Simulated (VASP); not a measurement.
# SrO (dlda) (Fm-3m) in VASP: vibrations by perturbation theory with LDA

Aim: the vibrations by perturbation theory of SrO (dlda) with LDA.

Everything below comes from runs of VASP 6.6.1. Logs are shortened: lines on timing, memory, paths and dates and some standing lists are left out, and cuts for length are marked.

## (1) The cell of the first run

It takes space group Fm-3m (No. 225, cubic). The conventional cell has a = 5.065 Å, b = 5.065 Å, c = 5.065 Å, α = 90.00°, β = 90.00°, γ = 90.00°. Sr (site symmetry m-3m) has 6 O at 2.53 Å within 3.3 Å. Within 3.3 Å of O (site symmetry m-3m) lie 6 Sr at 2.53 Å.

## (2) Vibrations by perturbation theory, LDA

Input file INCAR:

```
ALGO     = Normal         # electronic algorithm
EDIFF    = 1E-8           # SCF threshold, eV
ENCUT    = 520            # plane-wave cutoff, eV
GGA      = CA             # functional
IBRION   = 8              # ionic algorithm
ISIF     = 2              # what is computed and relaxed
ISMEAR   = 0              # smearing method
LASPH    = T              # aspherical terms in the spheres
LCHARG   = F              # write CHGCAR
LEPSILON = T              # dielectric tensor by DFPT
LREAL    = F              # projectors in reciprocal space
LWAVE    = F              # write WAVECAR
NELM     = 60             # most SCF steps
NSW      = 1              # ionic steps
PREC     = Accurate       # precision mode
SIGMA    = 0.01           # smearing width, eV
```

Input file KPOINTS:

```
k-points
0
Gamma
  8 8 8
```

Input file POSCAR:

```
SrO
1.0
    0.0000000000      2.5323443572      2.5323443572
    2.5323443572      0.0000000000      2.5323443572
    2.5323443572      2.5323443572      0.0000000000
Sr O
1 1
Direct
    0.0000000000      0.0000000000      0.0000000000
    0.5000000000      0.5000000000      0.5000000000
```

Potentials or basis: VASP PAW LDA potentials, release 64 (Sr_sv, O).

On the command line:

```bash
> cat potpaw_LDA.64/Sr_sv/POTCAR potpaw_LDA.64/O/POTCAR > POTCAR
> mpirun -np 1 vasp_std > vasp.out
```

OUTCAR:

```text
EDIFF = 1E-8
   ENCUT = 520
   GGA = CA
   IBRION = 8
   ISIF = 2
   ISMEAR = 0
   LASPH = T
   LEPSILON = T
   LREAL = F
   NELM = 60
   NSW = 1
   PREC = Accurate

 ion  position               nearest neighbor table
   1  0.000  0.000  0.000-   2 2.53   2 2.53   2 2.53   2 2.53   2 2.53   2 2.53
   2  0.500  0.500  0.500-   1 2.53   1 2.53   1 2.53   1 2.53   1 2.53   1 2.53

  LATTYP: Found a face centered cubic cell.
 ALAT       =     5.0646887144

  Lattice vectors:

 A1 = (   0.0000000000,   2.5323443572,   2.5323443572)
 A2 = (   2.5323443572,   0.0000000000,   2.5323443572)
 A3 = (   2.5323443572,   2.5323443572,   0.0000000000)

Analysis of symmetry for initial positions (statically):
=====================================================================
 Subroutine PRICEL returns:
 Original cell was already a primitive cell.

 Routine SETGRP: Setting up the symmetry group for a
 face centered cubic supercell.

 Subroutine GETGRP returns: Found 48 space group operations
 (whereof 48 operations were pure point group operations)
 out of a pool of 48 trial point group operations.

The static configuration has the point symmetry O_h .

Analysis of symmetry for dynamics (positions and initial velocities):
=====================================================================
 Subroutine PRICEL returns:
 Original cell was already a primitive cell.

 Routine SETGRP: Setting up the symmetry group for a
 face centered cubic supercell.

 Subroutine GETGRP returns: Found 48 space group operations
 (whereof 48 operations were pure point group operations)
 out of a pool of 48 trial point group operations.

The dynamic configuration has the point symmetry O_h .

 Subroutine INISYM returns: Found 48 space group operations
 (whereof 48 operations are pure point group operations),
 and found     1 'primitive' translations

----------------------------------------------------------------------------------------

                                     Primitive cell

  volume of cell :      32.4787

  direct lattice vectors                    reciprocal lattice vectors
     0.000000000  2.532344357  2.532344357    -0.197445501  0.197445501  0.197445501
     2.532344357  0.000000000  2.532344357     0.197445501 -0.197445501  0.197445501
     2.532344357  2.532344357  0.000000000     0.197445501  0.197445501 -0.197445501

  length of vectors
     3.581275735  3.581275735  3.581275735     0.341985639  0.341985639  0.341985639

  position of ions in fractional coordinates (direct lattice)
     0.000000000  0.000000000  0.000000000
     0.500000000  0.500000000  0.500000000

  ion indices of the primitive-cell ions
   primitive index   ion index
                 1           1
                 2           2

----------------------------------------------------------------------------------------

 KPOINTS: k-points

Automatic generation of k-mesh.
 Grid dimensions read from file:
 generate k-points for:    8    8    8

 Generating k-lattice:

  Cartesian coordinates                     Fractional coordinates (reciprocal lattice)
    -0.024680688  0.024680688  0.024680688     0.125000000  0.000000000  0.000000000
     0.024680688 -0.024680688  0.024680688     0.000000000  0.125000000  0.000000000
     0.024680688  0.024680688 -0.024680688     0.000000000  0.000000000  0.125000000

  Length of vectors
     0.042748205  0.042748205  0.042748205

  Shift w.r.t. Gamma in fractional coordinates (k-lattice)
[... 477 lines left out ...]
     2.532344357  0.000000000  2.532344357     0.197445501 -0.197445501  0.197445501
     2.532344357  2.532344357  0.000000000     0.197445501  0.197445501 -0.197445501

 POSITION                                       TOTAL-FORCE (eV/Angst)
 -----------------------------------------------------------------------------------
      0.00000      0.00000      0.00000         0.000000      0.000000      0.000000
      2.53234      2.53234      2.53234         0.000000      0.000000     -0.000000
 -----------------------------------------------------------------------------------
    total drift:                                0.000000      0.000000      0.000000

  FREE ENERGIE OF THE ION-ELECTRON SYSTEM (eV)
  ---------------------------------------------------
  free  energy   TOTEN  =       -13.3867994578 eV

  energy  without entropy=      -13.3867994578  energy(sigma->0) =      -13.38679946

 HEAD OF MICROSCOPIC STATIC DIELECTRIC TENSOR (INDEPENDENT PARTICLE, excluding Hartree and local field effects)
 ------------------------------------------------------
           4.130821    -0.000000     0.000000
           0.000000     4.130821     0.000000
           0.000000    -0.000000     4.130821
 ------------------------------------------------------

 Free energy of the ion-electron system (eV)
  ---------------------------------------------------
  ---------------------------------------------------
  free energy    TOTEN  =        -0.27788186 eV

  energy without entropy =       -0.27788186

------------------------ aborting loop because EDIFF is reached ----------------------------------------

--------------------------------------- Ionic step        2  -------------------------------------------

------------------------ aborting loop because EDIFF is reached ----------------------------------------

--------------------------------------- Ionic step        3  -------------------------------------------

------------------------ aborting loop because EDIFF is reached ----------------------------------------

 PIEZOELECTRIC TENSOR FIELD DIRECTION 3  (e Angst)
 -----------------------------------------------------------------------------
     0.00001  0.00000 -0.00000           ( -0.00001  0.00000 -0.00000)
     0.00000  0.00001 -0.00000           (  0.00000 -0.00001  0.00000)
    -0.00000  0.00000 -0.00079           ( -0.00000  0.00000 -0.00001)

 PIEZOELECTRIC TENSOR FIELD DIRECTION 3  (C/m^2)
 -----------------------------------------------------------------------------
     0.00001  0.00000 -0.00000
     0.00000  0.00001 -0.00000
    -0.00000  0.00000 -0.00039

--------------------------------------- Ionic step        4  -------------------------------------------

------------------------ aborting loop because EDIFF is reached ----------------------------------------

[... ionic steps 5 to 6 ...]

--------------------------------------- Ionic step        7  -------------------------------------------

 Free energy of the ion-electron system (eV)
  ---------------------------------------------------
  ---------------------------------------------------
  free energy    TOTEN  =        -0.35870093 eV

  energy without entropy =       -0.35870093

------------------------ aborting loop because EDIFF is reached ----------------------------------------

 INTERNAL STRAIN TENSOR  FOR ION    2  DIRECTION 1   (eV/Angst):
 -----------------------------------------------------------------------------
     0.00138  0.00000  0.00000
     0.00000 -0.00447 -0.00000
    -0.00000 -0.00000 -0.00447

 MACROSCOPIC STATIC DIELECTRIC TENSOR (including local field effects in DFT)
 ------------------------------------------------------
           3.905313     0.000000    -0.000000
           0.000000     3.905313    -0.000000
           0.000000     0.000000     3.905313
 ------------------------------------------------------

 PIEZOELECTRIC TENSOR (including local field effects)  for field in x, y, z        (e  Angst)
          XX          YY          ZZ          XY          YZ          ZX
  --------------------------------------------------------------------------------
  x     0.00000     0.00000     0.00000     0.00000     0.00000     0.00000
  y     0.00000     0.00000     0.00000     0.00000     0.00000     0.00000
  z     0.00000     0.00000     0.00000     0.00000     0.00000     0.00000

 PIEZOELECTRIC TENSOR (including local field effects)  for field in x, y, z        (C/m^2)
          XX          YY          ZZ          XY          YZ          ZX
  --------------------------------------------------------------------------------
  x     0.00000     0.00000     0.00000     0.00000     0.00000     0.00000
  y     0.00000     0.00000     0.00000     0.00000     0.00000     0.00000
  z     0.00000     0.00000     0.00000     0.00000     0.00000     0.00000

 BORN EFFECTIVE CHARGES (including local field effects) (in |e|, cummulative output)
 ---------------------------------------------------------------------------------
 ion    1
    1     2.48157    -0.00000    -0.00000
    2     0.00000     2.48157    -0.00000
    3    -0.00000     0.00000     2.48157
 ion    2
    1    -2.48157     0.00000     0.00000
    2    -0.00000    -2.48157     0.00000
    3     0.00000    -0.00000    -2.48157

 INTERNAL STRAIN TENSOR FOR ION    2 for displacements in x,y,z  (eV/Angst):
          X           Y           Z          XY          YZ          ZX
  --------------------------------------------------------------------------------
  x     0.00000     0.00000     0.00000     0.00000     0.00000     0.00000
  y     0.00000     0.00000     0.00000     0.00000     0.00000     0.00000
  z     0.00000     0.00000     0.00000     0.00000     0.00000     0.00000

 SECOND DERIVATIVES (NOT SYMMETRIZED)
 ------------------------------------
               1X          1Y          1Z          2X          2Y          2Z
  1X    -2.505392    0.000000    0.000000    2.505392    0.000000    0.000000
  1Y     0.000000   -2.505392    0.000000    0.000000    2.505392    0.000000
  1Z     0.000000    0.000000   -2.505392    0.000000    0.000000    2.505392
  2X     2.489294    0.000000    0.000000   -2.489294    0.000000    0.000000
  2Y     0.000000    2.489294    0.000000    0.000000   -2.489294    0.000000
  2Z     0.000000    0.000000    2.489294    0.000000    0.000000   -2.489294

 Eigenvectors and eigenvalues of the dynamical matrix
 ----------------------------------------------------

   1 f  =    6.709127 THz    42.154688 2PiTHz  223.792385 cm-1    27.746707 meV
             X         Y         Z           dx          dy          dz
      0.000000  0.000000  0.000000     0.000000    0.394024    0.000000
      2.532344  2.532344  2.532344     0.000000   -0.919100    0.000000
[... 21 lines left out ...]
   6 f/i=    0.007831 THz     0.049205 2PiTHz    0.261223 cm-1     0.032388 meV
             X         Y         Z           dx          dy          dz
      0.000000  0.000000  0.000000     0.000000    0.000000    0.919100
      2.532344  2.532344  2.532344     0.000000    0.000000    0.394024

--------------------------------------------------------------------------------------------------------

 MACROSCOPIC STATIC DIELECTRIC TENSOR IONIC CONTRIBUTION
 ------------------------------------------------------
          13.738580     0.000000    -0.000000
           0.000000    13.738580     0.000000
          -0.000000     0.000000    13.738580
 ------------------------------------------------------

 ELASTIC MODULI CONTR FROM IONIC RELAXATION (kBar)
 Direction    XX          YY          ZZ          XY          YZ          ZX
 --------------------------------------------------------------------------------
 XX           0.0000      0.0000      0.0000      0.0000      0.0000      0.0000
 YY           0.0000      0.0000      0.0000      0.0000      0.0000      0.0000
 ZZ           0.0000      0.0000      0.0000      0.0000      0.0000      0.0000
 XY           0.0000      0.0000      0.0000      0.0000      0.0000      0.0000
 YZ           0.0000      0.0000      0.0000      0.0000      0.0000      0.0000
 ZX           0.0000      0.0000      0.0000      0.0000      0.0000      0.0000
 --------------------------------------------------------------------------------

 PIEZOELECTRIC TENSOR IONIC CONTR  for field in x, y, z        (C/m^2)
          XX          YY          ZZ          XY          YZ          ZX
  --------------------------------------------------------------------------------
  x     0.00000     0.00000     0.00000     0.00000     0.00000     0.00000
  y     0.00000     0.00000     0.00000     0.00000     0.00000     0.00000
  z     0.00000     0.00000     0.00000     0.00000     0.00000     0.00000
```

Wall time 3.1 min (1 thread of Intel Xeon Platinum 8488C (Sapphire Rapids), shared host); peak memory 0.21 GiB.

What came out:

```yaml
Electronic_dielectric_tensor_diagonal: 3.91
Born_charges_mean_of_the_diagonal: Sr +2.48; O -2.48 e
Highest_phonon_frequency_at_Γ_LO-TO_splitting_left_out: 224 cm⁻¹
```

Phonon frequencies in cm⁻¹ (negative: imaginary):
```tsv
q point	frequencies
(0.000, 0.000, 0.000)	0 0 0 224 224 224
```

Electronic dielectric tensor:
```
3.91 0.00 0.00
0.00 3.91 0.00
0.00 0.00 3.91
```

Born effective charge tensors (e):
atom 1, Sr
```
2.48 0.00 0.00
0.00 2.48 0.00
0.00 0.00 2.48
```
atom 2, O
```
-2.48  0.00  0.00
 0.00 -2.48  0.00
 0.00  0.00 -2.48
```
